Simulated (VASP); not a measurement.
# WSe (P6_3/mmc) in VASP: single point with PBE+U

Aim: the single point of WSe with PBE+U.

Program: VASP 6.6.1. These are calculated values, not measurements. Logs are shortened: lines on timing, memory, paths and dates and some standing lists are left out, and cuts for length are marked.

### Step 1. The cell of the first run

It takes space group P6_3/mmc (No. 194, hexagonal). Conventional cell: a = 3.146 Å, b = 3.146 Å, c = 7.709 Å, α = 90.00°, β = 90.00°, γ = 120.00°. W (site symmetry -3m) has 6 Se at 2.65 Å and 6 W at 3.15 Å within 3.5 Å. Within 3.5 Å of Se (site symmetry -6m2) lie 6 W at 2.65 Å and 6 Se at 3.15 Å.

### Step 2. Single point, PBE+U

Contents of INCAR:

```
SYSTEM = WSe
PREC     = Accurate       ! precision mode
ENCUT    = 520            ! plane-wave cutoff, eV
EDIFF    = 1E-6           ! SCF threshold, eV
ISMEAR   = 0              ! smearing method
SIGMA    = 0.05           ! smearing width, eV
LREAL    = .False.        ! projectors in reciprocal space
LASPH    = .True.         ! aspherical terms in the spheres
NELM     = 150            ! most SCF steps
ALGO     = Normal         ! electronic algorithm
ISIF     = 2              ! what is computed and relaxed
LWAVE    = .False.        ! write WAVECAR
LCHARG   = .False.        ! write CHGCAR
LMAXMIX  = 4              ! l up to which the mixer works
LDAU     = .True.         ! DFT+U
LDAUTYPE = 2            
LDAUL    = 2 -1           ! shell
LDAUU    = 4 0            ! U, eV
LDAUJ    = 0 0          
LDAUPRINT= 1            
GGA      = PE             ! functional
NBANDS   = 28             ! bands
```

Contents of KPOINTS:

```
Automatic mesh
0
Gamma
  18 18 6
  0 0 0
```

Contents of POSCAR:

```
WSe
1.0
    3.1462601996      0.0000000000      0.0000000000
   -1.5731300998      2.7247412598      0.0000000000
    0.0000000000      0.0000000000      7.7092916346
W Se
2 2
Direct
    0.0000000000      0.0000000000      0.0000000000
    0.0000000000      0.0000000000      0.5000000000
    0.3333333333      0.6666666667      0.2500000000
    0.6666666667      0.3333333333      0.7500000000
```

Potentials or basis: VASP PAW PBE potentials, release 64 (W_sv, Se).

Run with:

```
> cat potpaw_PBE.64/W_sv/POTCAR potpaw_PBE.64/Se/POTCAR > POTCAR
> mpirun -np 1 vasp_std > vasp.out
```

OUTCAR:

```text
SYSTEM = WSe
   PREC = Accurate
   ENCUT = 520
   EDIFF = 1E-6
   ISMEAR = 0
   LREAL = .False.
   LASPH = .True.
   NELM = 150
   ISIF = 2
   GGA = PE

 ion  position               nearest neighbor table
   1  0.000  0.000  0.000-   3 2.65   4 2.65   4 2.65   3 2.65   4 2.65   3 2.65
   2  0.000  0.000  0.500-   3 2.65   4 2.65   4 2.65   3 2.65   4 2.65   3 2.65
   3  0.333  0.667  0.250-   1 2.65   2 2.65   1 2.65   2 2.65   1 2.65   2 2.65
   4  0.667  0.333  0.750-   1 2.65   2 2.65   1 2.65   2 2.65   1 2.65   2 2.65

  LATTYP: Found a hexagonal cell.
 ALAT       =     3.1462601996
 C/A-ratio  =     2.4503032634

  Lattice vectors:

 A1 = (   3.1462601996,   0.0000000000,   0.0000000000)
 A2 = (  -1.5731300998,   2.7247412598,   0.0000000000)
 A3 = (   0.0000000000,   0.0000000000,   7.7092916346)

Analysis of symmetry for initial positions (statically):
=====================================================================
 Subroutine PRICEL returns:
 Original cell was already a primitive cell.

 Routine SETGRP: Setting up the symmetry group for a
 hexagonal supercell.

 Subroutine GETGRP returns: Found 24 space group operations
 (whereof 12 operations were pure point group operations)
 out of a pool of 24 trial point group operations.

The static configuration has the point symmetry D_3d.
 The point group associated with its full space group is D_6h.

Analysis of symmetry for dynamics (positions and initial velocities):
=====================================================================
 Subroutine PRICEL returns:
 Original cell was already a primitive cell.

 Routine SETGRP: Setting up the symmetry group for a
 hexagonal supercell.

 Subroutine GETGRP returns: Found 24 space group operations
 (whereof 12 operations were pure point group operations)
 out of a pool of 24 trial point group operations.

The dynamic configuration has the point symmetry D_3d.
 The point group associated with its full space group is D_6h.

 Subroutine INISYM returns: Found 24 space group operations
 (whereof 12 operations are pure point group operations),
 and found     1 'primitive' translations

----------------------------------------------------------------------------------------

                                     Primitive cell

  volume of cell :      66.0898

  direct lattice vectors                    reciprocal lattice vectors
     3.146260200  0.000000000  0.000000000     0.317837666  0.183503662  0.000000000
    -1.573130100  2.724741260  0.000000000     0.000000000  0.367007325  0.000000000
     0.000000000  0.000000000  7.709291635     0.000000000  0.000000000  0.129713604

  length of vectors
     3.146260200  3.146260200  7.709291635     0.367007325  0.367007325  0.129713604

  position of ions in fractional coordinates (direct lattice)
     0.000000000  0.000000000  0.000000000
     0.000000000  0.000000000  0.500000000
     0.333333333  0.666666667  0.250000000
     0.666666667  0.333333333  0.750000000

  ion indices of the primitive-cell ions
   primitive index   ion index
                 1           1
                 2           2
                 3           3
                 4           4

----------------------------------------------------------------------------------------

 KPOINTS: Automatic mesh

Automatic generation of k-mesh.
 Grid dimensions read from file:
 generate k-points for:   18   18    6

 Generating k-lattice:

  Cartesian coordinates                     Fractional coordinates (reciprocal lattice)
     0.017657648  0.010194648  0.000000000     0.055555556  0.000000000  0.000000000
     0.000000000  0.020389296  0.000000000     0.000000000  0.055555556  0.000000000
     0.000000000  0.000000000  0.021618934     0.000000000  0.000000000  0.166666667

  Length of vectors
     0.020389296  0.020389296  0.021618934

  Shift w.r.t. Gamma in fractional coordinates (k-lattice)
     0.000000000  0.000000000  0.000000000

[... 56 lines left out ...]
   ISIF   =      2    stress and relaxation
   ISYM   =      2    0-nonsym 1-usesym 2-fastsym
   POTIM  = 0.5000    time-step for ionic-motion
   TEBEG  =    0.0;   TEEND  =   0.0 temperature during run
   PSTRESS=    0.0 pullay stress
   NELECT =      40.0000    total number of electrons
   NUPDOWN=      -1.0000    fix difference up-down
   EMIN   =  10.00;   EMAX   =-10.00  energy-range for DOS
   EFERMI =   0.00;   METHOD = LEGACY
   ISMEAR =     0;   SIGMA  =   0.05  broadening in eV -4-tet -1-fermi 0-gaus
   EFERMI_NEDOS =   21; number of points for ismear=-14 and -15
   IALGO  =     38    algorithm
   IMIX   =      4    mixing-type and parameters
     AMIX     =   0.40;   BMIX     =  1.00
     AMIX_MAG =   1.60;   BMIX_MAG =  1.00
  volume/ion in A,a.u.               =      16.52       111.50
  Fermi-wavevector in a.u.,A,eV,Ry     =   1.384788  2.616870 26.091056  1.917638
  Thomas-Fermi vector in A             =   2.509260
   LORBIT       =      0    0 simple, 1 ext, 2 COOP (PROOUT), +10 PAW based schemes
 LDA+U is selected, type is set to LDAUTYPE =  2
   angular momentum for each species LDAUL =     2   -1
   U (eV)           for each species LDAUU =   4.0  0.0
   J (eV)           for each species LDAUJ =   0.0  0.0
   GGA     = PE    functional components
   LHFCALC =     F    Hartree Fock is set to
   AEXX    =    0.0000 exact exchange contribution
   IVDW    =     0    specifies the selected vdW correction
   LEPSILON=     F    determine dielectric tensor
   LRPA    =     F    only Hartree local field effects (RPA)
 non-spin polarized calculation
 Gauss-broadening in eV      SIGMA  =   0.05
  energy-cutoff  :      520.00
  volume of cell :       66.09
 maximum number of plane-waves:      1811
 NGX is ok and might be reduce to    24
   NGX = 11   NGY = 11   NGZ = 29

atom =   1  type =  1  l = 2

 onsite density matrix

spin component  1

  0.3449 -0.0000 -0.0000  0.0391 -0.0000
 -0.0000  0.2656  0.0000  0.0000  0.0391
 -0.0000  0.0000  0.4662  0.0000  0.0000
  0.0391  0.0000  0.0000  0.2656 -0.0000
 -0.0000  0.0391  0.0000 -0.0000  0.3449

spin component  2

  0.3449 -0.0000 -0.0000  0.0391 -0.0000
 -0.0000  0.2656  0.0000  0.0000  0.0391
 -0.0000  0.0000  0.4662  0.0000  0.0000
  0.0391  0.0000  0.0000  0.2656 -0.0000
 -0.0000  0.0391  0.0000 -0.0000  0.3449

 occupancies and eigenvectors

  o =  0.2495  v = -0.3797 -0.0000 -0.0000  0.9251  0.0000  0.0000  0.0000  0.0000  0.0000  0.0000      0.0000  0.0000  0.0000  0.0000  0.0000  0.0000  0.0000  0.0000  0.0000  0.0000
  o =  0.2495  v =  0.0000  0.0000  0.0000  0.0000  0.0000 -0.3797 -0.0000 -0.0000  0.9251  0.0000      0.0000  0.0000  0.0000  0.0000  0.0000  0.0000  0.0000  0.0000  0.0000  0.0000
  o =  0.2495  v =  0.0000 -0.9251 -0.0000 -0.0000  0.3797  0.0000  0.0000  0.0000  0.0000  0.0000      0.0000  0.0000  0.0000  0.0000  0.0000  0.0000  0.0000  0.0000  0.0000  0.0000
  o =  0.2495  v =  0.0000  0.0000  0.0000  0.0000  0.0000  0.0000 -0.9251 -0.0000 -0.0000  0.3797      0.0000  0.0000  0.0000  0.0000  0.0000  0.0000  0.0000  0.0000  0.0000  0.0000
  o =  0.3610  v =  0.0000  0.0000  0.0000  0.0000  0.0000  0.9251  0.0000 -0.0000  0.3797  0.0000      0.0000  0.0000  0.0000  0.0000  0.0000  0.0000  0.0000  0.0000  0.0000  0.0000
  o =  0.3610  v =  0.9251  0.0000 -0.0000  0.3797  0.0000  0.0000  0.0000  0.0000  0.0000  0.0000      0.0000  0.0000  0.0000  0.0000  0.0000  0.0000  0.0000  0.0000  0.0000  0.0000
  o =  0.3610  v = -0.0000  0.3797 -0.0000 -0.0000  0.9251  0.0000  0.0000  0.0000  0.0000  0.0000      0.0000  0.0000  0.0000  0.0000  0.0000  0.0000  0.0000  0.0000  0.0000  0.0000
  o =  0.3610  v =  0.0000  0.0000  0.0000  0.0000  0.0000 -0.0000  0.3797 -0.0000 -0.0000  0.9251      0.0000  0.0000  0.0000  0.0000  0.0000  0.0000  0.0000  0.0000  0.0000  0.0000
  o =  0.4662  v =  0.0000  0.0000  0.0000  0.0000  0.0000  0.0000 -0.0000 -1.0000  0.0000 -0.0000      0.0000  0.0000  0.0000  0.0000  0.0000  0.0000  0.0000  0.0000  0.0000  0.0000
  o =  0.4662  v =  0.0000 -0.0000 -1.0000  0.0000 -0.0000  0.0000  0.0000  0.0000  0.0000  0.0000      0.0000  0.0000  0.0000  0.0000  0.0000  0.0000  0.0000  0.0000  0.0000  0.0000

atom =   2  type =  1  l = 2

 onsite density matrix

spin component  1

  0.3449  0.0000 -0.0000 -0.0391 -0.0000
  0.0000  0.2656 -0.0000  0.0000 -0.0391
 -0.0000 -0.0000  0.4662 -0.0000  0.0000
 -0.0391  0.0000 -0.0000  0.2656  0.0000
 -0.0000 -0.0391  0.0000  0.0000  0.3449

spin component  2

  0.3449  0.0000 -0.0000 -0.0391 -0.0000
  0.0000  0.2656 -0.0000  0.0000 -0.0391
 -0.0000 -0.0000  0.4662 -0.0000  0.0000
 -0.0391  0.0000 -0.0000  0.2656  0.0000
 -0.0000 -0.0391  0.0000  0.0000  0.3449

 occupancies and eigenvectors

  o =  0.2495  v =  0.3797 -0.0000  0.0000  0.9251 -0.0000  0.0000  0.0000  0.0000  0.0000  0.0000      0.0000  0.0000  0.0000  0.0000  0.0000  0.0000  0.0000  0.0000  0.0000  0.0000
  o =  0.2495  v =  0.0000  0.0000  0.0000  0.0000  0.0000  0.3797 -0.0000  0.0000  0.9251 -0.0000      0.0000  0.0000  0.0000  0.0000  0.0000  0.0000  0.0000  0.0000  0.0000  0.0000
  o =  0.2495  v =  0.0000  0.9251 -0.0000  0.0000  0.3797  0.0000  0.0000  0.0000  0.0000  0.0000      0.0000  0.0000  0.0000  0.0000  0.0000  0.0000  0.0000  0.0000  0.0000  0.0000
  o =  0.2495  v =  0.0000  0.0000  0.0000  0.0000  0.0000  0.0000  0.9251 -0.0000  0.0000  0.3797      0.0000  0.0000  0.0000  0.0000  0.0000  0.0000  0.0000  0.0000  0.0000  0.0000
  o =  0.3610  v =  0.0000  0.0000  0.0000  0.0000  0.0000  0.9251 -0.0000 -0.0000 -0.3797  0.0000      0.0000  0.0000  0.0000  0.0000  0.0000  0.0000  0.0000  0.0000  0.0000  0.0000
  o =  0.3610  v =  0.9251 -0.0000 -0.0000 -0.3797  0.0000  0.0000  0.0000  0.0000  0.0000  0.0000      0.0000  0.0000  0.0000  0.0000  0.0000  0.0000  0.0000  0.0000  0.0000  0.0000
  o =  0.3610  v =  0.0000  0.3797  0.0000 -0.0000 -0.9251  0.0000  0.0000  0.0000  0.0000  0.0000      0.0000  0.0000  0.0000  0.0000  0.0000  0.0000  0.0000  0.0000  0.0000  0.0000
  o =  0.3610  v =  0.0000  0.0000  0.0000  0.0000  0.0000  0.0000  0.3797  0.0000 -0.0000 -0.9251      0.0000  0.0000  0.0000  0.0000  0.0000  0.0000  0.0000  0.0000  0.0000  0.0000
  o =  0.4662  v =  0.0000  0.0000  0.0000  0.0000  0.0000  0.0000  0.0000 -1.0000  0.0000 -0.0000      0.0000  0.0000  0.0000  0.0000  0.0000  0.0000  0.0000  0.0000  0.0000  0.0000
  o =  0.4662  v =  0.0000  0.0000 -1.0000  0.0000 -0.0000  0.0000  0.0000  0.0000  0.0000  0.0000      0.0000  0.0000  0.0000  0.0000  0.0000  0.0000  0.0000  0.0000  0.0000  0.0000

 number of electron      39.9999996 magnetization

 Free energy of the ion-electron system (eV)
  ---------------------------------------------------
  ext. energy  EPLUGINS =         0.00000000
  ---------------------------------------------------
  free energy    TOTEN  =       -21.92476509 eV

  energy without entropy =      -21.92076997  energy(sigma->0) =      -21.92276753

 E-fermi :  10.3423     XC(G=0): -12.4447

 val. band max:       10.3391899546   @ k =   0.1667   0.1111   0.0000
 cond. band min:      10.3435373883   @ k =   0.1667   0.0000   0.3333
 fundamental gap:      0.0043474336
 Fermi energy:        10.3423016056

 k-point     1 :       0.0000    0.0000    0.0000
  band No.  band energies     occupation
      1     -64.8149      2.00000
      2     -64.8145      2.00000
      3     -29.0977      2.00000
      4     -29.0558      2.00000
      5     -28.8313      2.00000
      6     -28.8313      2.00000
[... 733 lines left out ...]
     27      14.9871      0.00000
     28      15.0432      0.00000

 [... further k-points ...]
[... 5 lines left out ...]
  --------------------------------------------------------------------------------------
  -------------------------------------------------------------------------------------
  Total        1.3151598      1.3151598      4.0656987      0.0000000      0.0000000      0.0000000
  in kB       31.8826741     31.8826741     98.5624273      0.0000000      0.0000000      0.0000000
  external PRESSURE =      54.1092585 kB  Pullay stress =       0.0000000 kB

 VOLUME and BASIS-vectors are now :
 -----------------------------------------------------------------------------
  energy-cutoff  :      520.00
  volume of cell :       66.09
      direct lattice vectors                 reciprocal lattice vectors
     3.146260200  0.000000000  0.000000000     0.317837666  0.183503662  0.000000000
    -1.573130100  2.724741260  0.000000000     0.000000000  0.367007325  0.000000000
     0.000000000  0.000000000  7.709291635     0.000000000  0.000000000  0.129713604

 POSITION                                       TOTAL-FORCE (eV/Angst)
 -----------------------------------------------------------------------------------
      0.00000      0.00000      0.00000         0.000000      0.000000     -0.000000
      0.00000      0.00000      3.85465         0.000000      0.000000     -0.000000
     -0.00000      1.81649      1.92732         0.000000     -0.000000      0.000000
      1.57313      0.90825      5.78197        -0.000000      0.000000     -0.000000
 -----------------------------------------------------------------------------------
    total drift:                               -0.000000      0.000000      0.000000

  FREE ENERGIE OF THE ION-ELECTRON SYSTEM (eV)
  ---------------------------------------------------
  free  energy   TOTEN  =       -21.9247650864 eV

  energy  without entropy=      -21.9207699715  energy(sigma->0) =      -21.92276753
```

It took 2.8 min on 1 thread of Intel Xeon Platinum 8375C at 2.90GHz (Ice Lake), shared host; peak memory 0.35 GiB.

What came out:

```
Free energy            : -21.9248 eV
Pressure               : 5.4 GPa
Band gap on the k mesh : zero (bands 20 and 21 overlap by 1.40 eV)
```

Eigenvalues of the final occupation matrices:
| site | spin | trace | eigenvalues |
| --- | --- | --- | --- |
| site 1 d | 1 | 1.69 | 0.25 0.25 0.36 0.36 0.47 |
| site 1 d | 2 | 1.69 | 0.25 0.25 0.36 0.36 0.47 |
| site 2 d | 1 | 1.69 | 0.25 0.25 0.36 0.36 0.47 |
| site 2 d | 2 | 1.69 | 0.25 0.25 0.36 0.36 0.47 |

Caveat: the cell stands under pressure; spin-orbit coupling is left out, which moves the levels of the heavy elements; U without spin polarisation on a metal has little footing.
